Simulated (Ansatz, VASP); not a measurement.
## One calculation of BeS, two programs

```
CELL_PARAMETERS angstrom
0.00000 2.41403 2.41403
2.41403 0.00000 2.41403
2.41403 2.41403 0.00000
ATOMIC_POSITIONS crystal
Be 0.00000 0.00000 0.00000
S 0.25000 0.25000 0.25000
```

Alike in both runs: task single point; functional PBEsol; k mesh 8 × 8 × 8; occupations gaussian, width 0.02 eV; no spin polarisation.

```csv
,VASP,Ansatz
version,VASP 6.6.1,Ansatz 0.2.0
potentials or method,"VASP PAW PBE potentials, release 64 (Be, S), cutoff 600 eV","scalar-relativistic, plane waves, PAW"
valence electrons in the cell,8,8
```

```tsv
	VASP	Ansatz	Ansatz less VASP
gap on the k mesh at the Fermi level (eV)	2.90	2.89	-0.003
least direct gap on the mesh (eV)	5.60	5.58	-0.027
pressure (GPa)	0.8	0.6	-0.19
```

VASP's potentials were made for PBE, not for PBEsol.
